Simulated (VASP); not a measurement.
# Ca3Mg13O16 (Cm) in VASP: single point with PBEsol

Aim: the single point of Ca3Mg13O16 with PBEsol.

Everything below comes from runs of VASP 6.6.1. Logs are shortened: lines on timing, memory, paths and dates and some standing lists are left out, and cuts for length are marked.

## Step 1: The cell of the first run

It takes space group Cm (No. 8, monoclinic). Conventional cell: a = 12.266 Å, b = 12.266 Å, c = 8.673 Å, α = 90.00°, β = 90.00°, γ = 90.00°. Within 2.7 Å of O (site symmetry 1) lie 5 Mg at 2.07 to 2.20 Å and 1 Ca at 2.27 Å. Within 2.7 Å of O (site symmetry 1) lie 5 Mg at 2.07 to 2.19 Å and 1 Ca at 2.27 Å. Within 2.7 Å of O (site symmetry 1) lie 4 Mg at 2.07 to 2.21 Å and 2 Ca at 2.30 Å. O (site symmetry 1) has 5 Mg at 2.05 to 2.19 Å and 1 Ca at 2.26 Å within 2.7 Å. Within 2.7 Å of O (site symmetry 1) lie 5 Mg at 2.07 to 2.19 Å and 1 Ca at 2.24 Å. O (site symmetry 1) has 4 Mg at 2.08 to 2.21 Å and 2 Ca at 2.27 to 2.29 Å within 2.7 Å. O (site symmetry 1) has 5 Mg at 2.05 to 2.20 Å and 1 Ca at 2.26 Å within 2.7 Å. O (site symmetry 1) has 5 Mg at 2.05 to 2.20 Å and 1 Ca at 2.26 Å within 2.7 Å.

## Step 2: Single point, PBEsol

INCAR

```
SYSTEM = Ca3Mg13O16
PREC     = Accurate       ! precision mode
ENCUT    = 520            ! plane-wave cutoff, eV
EDIFF    = 1E-6           ! SCF threshold, eV
ISMEAR   = -1             ! smearing method
SIGMA    = 0.05           ! smearing width, eV
LREAL    = Auto         
LASPH    = .TRUE.         ! aspherical terms in the spheres
NELM     = 60             ! most SCF steps
ALGO     = Normal         ! electronic algorithm
ISIF     = 2              ! what is computed and relaxed
LWAVE    = .FALSE.        ! write WAVECAR
LCHARG   = .TRUE.         ! write CHGCAR
GGA      = PS             ! functional
LELF     = .TRUE.         ! ELF
LVHAR    = .TRUE.       
NBANDS   = 190            ! bands
```

KPOINTS

```
Automatic mesh
0
Gamma
  1 1 1
  0.5 0.5 0.5
```

POSCAR

```
Ca3Mg13O16
1.0
    8.6731590439      0.0000000000      0.0000000000
    0.0000000000      8.6731590439      0.0000000000
    0.0000000000      0.0000000000      8.6731590439
O Mg Ca
32 26 6
Direct
    0.2467340000      0.9988270000      0.0117650000
    0.2490420000      0.9968120000      0.4885450000
    0.2369370000      0.5001820000      0.0134490000
    0.2474660000      0.5021630000      0.4877130000
    0.7524140000      0.9976250000      0.9899890000
    0.7512180000      0.9874180000      0.5092760000
    0.7615880000      0.5027350000      0.9995980000
    0.7530080000      0.5118100000      0.4981360000
    0.0018040000      0.2463550000      0.9883960000
    0.0125820000      0.2484030000      0.5125540000
    0.0004180000      0.7519820000      0.9975060000
    0.0026350000      0.7503420000      0.5026030000
    0.4970800000      0.2370600000      0.9970520000
    0.4884260000      0.2463540000      0.5017690000
    0.4988600000      0.7613890000      0.9988290000
    0.4975360000      0.7519830000      0.5003910000
    0.0093050000      0.9874200000      0.2511880000
    0.9885730000      0.9968130000      0.7490130000
    0.9981680000      0.5118090000      0.2529740000
    0.9877410000      0.5021580000      0.7474340000
    0.4900160000      0.9976230000      0.2523850000
    0.5117940000      0.9988250000      0.7467050000
    0.4996330000      0.5027410000      0.2615590000
    0.5134790000      0.5001800000      0.7369050000
    0.2609560000      0.2523640000      0.2478590000
    0.2539910000      0.2497090000      0.7539510000
    0.2520850000      0.7474910000      0.2492400000
    0.2511900000      0.7493000000      0.7511630000
    0.7366110000      0.2627090000      0.2365820000
    0.7478880000      0.2523580000      0.7609270000
    0.7466420000      0.7395750000      0.2466070000
    0.7492710000      0.7474910000      0.7520550000
    0.9995690000      0.9961660000      0.9962880000
    0.0029380000      0.9927170000      0.5029120000
    0.9978200000      0.5043470000      0.9997580000
    0.9998970000      0.5075040000      0.4998700000
    0.4996430000      0.9988790000      0.9996080000
    0.4963160000      0.9961640000      0.4995450000
    0.4997740000      0.5043490000      0.4977930000
    0.2499200000      0.2458090000      0.0023560000
    0.2521280000      0.2495780000      0.4970210000
    0.2470090000      0.7527440000      0.0052060000
    0.2499620000      0.7496090000      0.4946530000
    0.7501140000      0.2495210000      0.9952400000
    0.7526070000      0.7498340000      0.9970670000
    0.7499040000      0.7481020000      0.5025950000
    0.2514940000      0.9954290000      0.2500950000
    0.2497520000      0.5034100000      0.2519180000
    0.7501220000      0.9954370000      0.7514650000
    0.7497920000      0.5051900000      0.2497710000
    0.7519440000      0.5034120000      0.7497290000
    0.9970390000      0.2495830000      0.7521000000
    0.0026110000      0.7481020000      0.2498790000
    0.9946810000      0.7496070000      0.7499420000
    0.4952660000      0.2495160000      0.2500890000
    0.5023800000      0.2458130000      0.7498910000
    0.4970940000      0.7498340000      0.2525810000
    0.5052310000      0.7527430000      0.7469860000
    0.5014660000      0.4997210000      0.0014420000
    0.7482250000      0.2518640000      0.5035330000
    0.2501210000      0.9992740000      0.7500970000
    0.2484250000      0.4996460000      0.7484010000
    0.7479790000      0.9961110000      0.2479530000
    0.0035640000      0.2518600000      0.2482000000
```

Potentials or basis: VASP PAW PBE potentials, release 64 (O, Mg, Ca_sv).

Command:

```bash
> cat potpaw_PBE.64/O/POTCAR potpaw_PBE.64/Mg/POTCAR potpaw_PBE.64/Ca_sv/POTCAR > POTCAR
> mpirun -np 1 vasp_std > vasp.out
```

OUTCAR:

```text
SYSTEM = Ca3Mg13O16
   PREC = Accurate
   ENCUT = 520
   EDIFF = 1E-6
   ISMEAR = -1
   LREAL = Auto
   LASPH = .TRUE.
   NELM = 60
   ISIF = 2
   GGA = PS

 ion  position               nearest neighbor table
   1  0.247  0.999  0.012-  47 2.07  42 2.14  40 2.14  33 2.15  37 2.20  61 2.27
   2  0.249  0.997  0.489-  47 2.07  34 2.14  43 2.14  38 2.15  41 2.19  61 2.27
   3  0.237  0.500  0.013-  48 2.07  35 2.08  42 2.19  40 2.21  59 2.30  62 2.30
   4  0.247  0.502  0.488-  48 2.05  43 2.15  36 2.15  39 2.19  41 2.19  62 2.26
   5  0.752  0.998  0.990-  49 2.07  33 2.14  45 2.15  44 2.19  37 2.19  63 2.24
   6  0.751  0.987  0.509-  46 2.08  49 2.10  34 2.18  38 2.21  63 2.27  60 2.29
[... 76 lines left out ...]
  58  0.505  0.753  0.747-  32 2.12  22 2.14  16 2.14  15 2.19  24 2.19  28 2.20  49 2.99  46 3.00
                            38 3.01  51 3.04  45 3.05  39 3.05  37 3.06  61 3.08  59 3.11  43 3.11
  59  0.501  0.500  0.001-  23 2.26   7 2.26  15 2.27  13 2.28   3 2.30  24 2.30  50 3.05  44 3.06
                            55 3.06  57 3.07  45 3.07  48 3.08  51 3.08  40 3.10  56 3.10  62 3.10
  60  0.748  0.252  0.504-  30 2.23  14 2.25   8 2.26   6 2.29  10 2.29  29 2.32  56 3.02  52 3.05
                            51 3.05  39 3.07  49 3.09  55 3.11  50 3.11  36 3.11  38 3.11  64 3.13
  61  0.250  0.999  0.750-  28 2.17  26 2.17  18 2.27   2 2.27   1 2.27  22 2.27  34 3.03  33 3.05
                            38 3.05  40 3.06  56 3.06  37 3.06  42 3.08  58 3.08  41 3.09  52 3.09
  62  0.248  0.500  0.748-  28 2.17  26 2.17  20 2.26   4 2.26   3 2.30  24 2.30  36 3.05  41 3.08
                            52 3.08  39 3.08  35 3.08  54 3.09  43 3.09  59 3.10  56 3.11  40 3.11
  63  0.748  0.996  0.248-  31 2.23  21 2.24   5 2.24   6 2.27  17 2.27  29 2.32  37 3.05  57 3.05
                            45 3.05  53 3.08  46 3.08  38 3.09  33 3.09  55 3.10  44 3.10  34 3.13
  64  0.004  0.252  0.248-  25 2.23   9 2.25  19 2.26  17 2.29  10 2.29  29 2.32  40 3.02  41 3.05
                            48 3.05  35 3.07  47 3.09  44 3.11  50 3.11  36 3.11  33 3.11  60 3.13

  LATTYP: Found a simple cubic cell.
 ALAT       =     8.6731590439

  Lattice vectors:

 A1 = (   8.6731590439,   0.0000000000,   0.0000000000)
 A2 = (   0.0000000000,   8.6731590439,   0.0000000000)
 A3 = (   0.0000000000,   0.0000000000,   8.6731590439)

Analysis of symmetry for initial positions (statically):
=====================================================================
 Subroutine PRICEL returns:
 Original cell was already a primitive cell.

 Routine SETGRP: Setting up the symmetry group for a
 simple cubic supercell.

 Subroutine GETGRP returns: Found  1 space group operations
 (whereof  1 operations were pure point group operations)
 out of a pool of 48 trial point group operations.

The static configuration has the point symmetry C_1 .

Analysis of symmetry for dynamics (positions and initial velocities):
=====================================================================
 Subroutine PRICEL returns:
 Original cell was already a primitive cell.

 Routine SETGRP: Setting up the symmetry group for a
 simple cubic supercell.

 Subroutine GETGRP returns: Found  1 space group operations
 (whereof  1 operations were pure point group operations)
 out of a pool of 48 trial point group operations.

The dynamic configuration has the point symmetry C_1 .

 Subroutine INISYM returns: Found  1 space group operations
 (whereof  1 operations are pure point group operations),
 and found     1 'primitive' translations

----------------------------------------------------------------------------------------

                                     Primitive cell

  volume of cell :     652.4270

  direct lattice vectors                    reciprocal lattice vectors
     8.673159044  0.000000000  0.000000000     0.115298243  0.000000000  0.000000000
     0.000000000  8.673159044  0.000000000     0.000000000  0.115298243  0.000000000
     0.000000000  0.000000000  8.673159044     0.000000000  0.000000000  0.115298243

  length of vectors
     8.673159044  8.673159044  8.673159044     0.115298243  0.115298243  0.115298243

  position of ions in fractional coordinates (direct lattice)
     0.246734000  0.998827000  0.011765000
     0.249042000  0.996812000  0.488545000
     0.236937000  0.500182000  0.013449000
[... 154 lines left out ...]

 Following reciprocal coordinates:
            Coordinates               Weight
  0.500000  0.500000  0.500000      1.000000
   k-points           NKPTS =      1   k-points in BZ     NKDIM =      1   number of bands    NBANDS=    190
   number of dos      NEDOS =    301   number of ions     NIONS =     64
   total plane-waves  NPLWV = 343000
   dimension x,y,z NGX =    70 NGY =   70 NGZ =   70
   dimension x,y,z NGXF=   140 NGYF=  140 NGZF=  140
   ions per type =              32  26   6
   NGX,Y,Z   is equivalent  to a cutoff of  13.42, 13.42, 13.42 a.u.
   NGXF,Y,Z  is equivalent  to a cutoff of  26.84, 26.84, 26.84 a.u.
 SYSTEM =  Ca3Mg13O16
   PREC   = accura    normal or accurate (medium, high low for compatibility)
   ISTART =      0    job   : 0-new  1-cont  2-samecut
   ICHARG =      2    charge: 1-file 2-atom 10-const
   ISPIN  =      1    spin polarized calculation?
   LNONCOLLINEAR =      F non collinear calculations
   LSORBIT =      F    spin-orbit coupling
   LASPH  =      T    aspherical Exc in radial PAW
   ENCUT  =  520.0 eV  38.22 Ry    6.18 a.u.  16.13 16.13 16.13*2*pi/ulx,y,z
   NELM   =     60;   NELMIN=  2; NELMDL= -5     # of ELM steps
   EDIFF  = 0.1E-05   stopping-criterion for ELM
   LREAL  =      T    real-space projection
   EDIFFG = 0.1E-04   stopping-criterion for IOM
   NSW    =      0    number of steps for IOM
   IBRION =     -1    ionic relax: 0-MD 1-quasi-New 2-CG
   NFREE  =      0    steps in history (QN), initial steepest desc. (CG)
   ISIF   =      2    stress and relaxation
   ISYM   =      2    0-nonsym 1-usesym 2-fastsym
   POTIM  = 0.5000    time-step for ionic-motion
   TEBEG  =    0.0;   TEEND  =   0.0 temperature during run
   PSTRESS=    0.0 pullay stress
   NELECT =     304.0000    total number of electrons
   NUPDOWN=      -1.0000    fix difference up-down
   EMIN   =  10.00;   EMAX   =-10.00  energy-range for DOS
   EFERMI =   0.00;   METHOD = LEGACY
   ISMEAR =    -1;   SIGMA  =   0.05  broadening in eV -4-tet -1-fermi 0-gaus
   EFERMI_NEDOS =   21; number of points for ismear=-14 and -15
   IALGO  =     38    algorithm
   IMIX   =      4    mixing-type and parameters
     AMIX     =   0.40;   BMIX     =  1.00
     AMIX_MAG =   1.60;   BMIX_MAG =  1.00
  volume/ion in A,a.u.               =      10.19        68.79
  Fermi-wavevector in a.u.,A,eV,Ry     =   1.269177  2.398396 21.916389  1.610809
  Thomas-Fermi vector in A             =   2.402232
   LORBIT       =      0    0 simple, 1 ext, 2 COOP (PROOUT), +10 PAW based schemes
   GGA     = PS    functional components
   LHFCALC =     F    Hartree Fock is set to
   AEXX    =    0.0000 exact exchange contribution
   IVDW    =     0    specifies the selected vdW correction
   LEPSILON=     F    determine dielectric tensor
   LRPA    =     F    only Hartree local field effects (RPA)
 non-spin polarized calculation
  energy-cutoff  :      520.00
  volume of cell :      652.43
 maximum number of plane-waves:     17592
 NGX is ok and might be reduce to    64
   NGX = 33   NGY = 33   NGZ = 33

 number of electron     304.0000039 magnetization

 Free energy of the ion-electron system (eV)
  ---------------------------------------------------
  ext. energy  EPLUGINS =         0.00000000
  ---------------------------------------------------
  free energy    TOTEN  =      -401.83960756 eV

  energy without entropy =     -401.83960756  energy(sigma->0) =     -401.83960756

 E-fermi :   3.9577     XC(G=0): -11.1763

 val. band max:        2.5382071570   @ k =   0.5000   0.5000   0.5000
 cond. band min:       8.8141624486   @ k =   0.5000   0.5000   0.5000
 fundamental gap:      6.2759552916
 Fermi energy:         3.9576982619

 k-point     1 :       0.5000    0.5000    0.5000
  band No.  band energies     occupation
      1     -33.9014      2.00000
      2     -33.8512      2.00000
      3     -33.8485      2.00000
      4     -33.6865      2.00000
      5     -33.3974      2.00000
      6     -33.3314      2.00000
[... 156 lines left out ...]
    163       9.5654      0.00000
    164       9.5986      0.00000
 [bands above 164 left out]

------------------------ aborting loop because EDIFF is reached ----------------------------------------

  FORCE on cell =-STRESS in cart. coord.  units (eV):
  Direction    XX          YY          ZZ          XY          YZ          ZX
  --------------------------------------------------------------------------------------
  -------------------------------------------------------------------------------------
  Total       -1.7566302      1.7258200     -1.7563489     -0.1098368     -0.1093340     -0.4172972
  in kB       -4.3137900      4.2381288     -4.3130993     -0.2697284     -0.2684935     -1.0247647
  external PRESSURE =      -1.4629202 kB  Pullay stress =       0.0000000 kB

 VOLUME and BASIS-vectors are now :
 -----------------------------------------------------------------------------
  energy-cutoff  :      520.00
  volume of cell :      652.43
      direct lattice vectors                 reciprocal lattice vectors
     8.673159044  0.000000000  0.000000000     0.115298243  0.000000000  0.000000000
     0.000000000  8.673159044  0.000000000     0.000000000  0.115298243  0.000000000
     0.000000000  0.000000000  8.673159044     0.000000000  0.000000000  0.115298243

 POSITION                                       TOTAL-FORCE (eV/Angst)
 -----------------------------------------------------------------------------------
      2.13996      8.66299      0.10204        -0.003656      0.000079      0.044417
      2.15998      8.64551      4.23723        -0.002485     -0.000255     -0.042190
      2.05499      4.33816      0.11665        -0.044717     -0.002426      0.044272
      2.14631      4.35534      4.23001        -0.004065      0.000057     -0.042219
      6.52581      8.65256      8.58633         0.001622     -0.000299     -0.046978
      6.51543      8.56403      4.41703         0.001749     -0.041434      0.045076
[... 56 lines left out ...]
      6.48734      8.63943      2.15054         0.003919      0.013342      0.003802
      0.03091      2.18442      2.15268        -0.010815     -0.003846      0.004829
 -----------------------------------------------------------------------------------
    total drift:                               -0.016759      0.000373     -0.016830

  FREE ENERGIE OF THE ION-ELECTRON SYSTEM (eV)
  ---------------------------------------------------
  free  energy   TOTEN  =      -401.8396075632 eV

  energy  without entropy=     -401.8396075632  energy(sigma->0) =     -401.83960756
```

Run time: 16 min. Hardware: 1 thread of AMD EPYC 7R13, shared host; peak memory 0.72 GiB.

Results:

```
Free energy            : -401.8396 eV
Pressure               : -0.1 GPa
Largest force          : 0.082 eV/Å
Band gap on the k mesh : 6.28 eV
```

Forces in eV/Å, atoms in the order of the input:
```
O   -0.004  0.000  0.044
O   -0.002  0.000 -0.042
O   -0.045 -0.002  0.044
O   -0.004  0.000 -0.042
O    0.002  0.000 -0.047
O    0.002 -0.041  0.045
O    0.044 -0.001  0.000
O    0.003  0.044 -0.004
O    0.003 -0.002 -0.048
O    0.043 -0.003  0.043
O    0.002  0.003 -0.001
O    0.005  0.001  0.005
O   -0.004 -0.043 -0.004
O   -0.048 -0.002  0.004
O   -0.001  0.041 -0.001
O   -0.001  0.004  0.002
O    0.045 -0.042  0.002
O   -0.043  0.000 -0.002
O   -0.003  0.044  0.003
O   -0.043  0.000 -0.003
O   -0.046  0.000  0.001
O    0.044  0.000 -0.003
O    0.000 -0.001  0.045
O    0.044 -0.002 -0.044
O    0.050  0.000  0.000
O    0.001  0.000  0.001
O   -0.001  0.000  0.001
O    0.001  0.000  0.000
O   -0.047  0.048 -0.047
O    0.000  0.001  0.050
O    0.000 -0.052  0.001
O    0.000  0.000  0.000
Mg   0.001 -0.005 -0.003
Mg   0.004 -0.006  0.003
Mg  -0.003  0.006  0.000
Mg   0.000  0.005  0.000
Mg  -0.001 -0.001 -0.001
Mg  -0.004 -0.005  0.001
Mg   0.000  0.006 -0.003
Mg   0.002 -0.001  0.003
Mg   0.001 -0.001 -0.004
Mg  -0.002  0.002  0.008
Mg   0.000  0.001 -0.007
Mg  -0.001 -0.001 -0.002
Mg   0.003  0.000 -0.006
Mg   0.000  0.000  0.007
Mg   0.002 -0.004  0.000
Mg   0.000  0.006  0.001
Mg   0.000 -0.004  0.002
Mg   0.000  0.002  0.000
Mg   0.001  0.006  0.000
Mg  -0.003 -0.001  0.001
Mg   0.007  0.000  0.000
Mg  -0.007  0.000  0.000
Mg  -0.002  0.000 -0.001
Mg   0.003 -0.002  0.001
Mg  -0.006  0.000  0.003
Mg   0.009  0.002 -0.002
Ca  -0.004 -0.004 -0.004
Ca   0.005 -0.004 -0.011
Ca   0.000  0.004  0.000
Ca   0.004 -0.003  0.004
Ca   0.004  0.013  0.004
Ca  -0.011 -0.004  0.005
```

Stress tensor (GPa, compression positive):
```
-0.43 -0.03 -0.10
-0.03  0.42 -0.03
-0.10 -0.03 -0.43
```

Caveat: the k points lie up to 0.72 Å⁻¹ apart; the PAW data sets were made with another functional, which shifts forces and pressure a little. As with any semilocal functional, this PBEsol gap is likely too small.
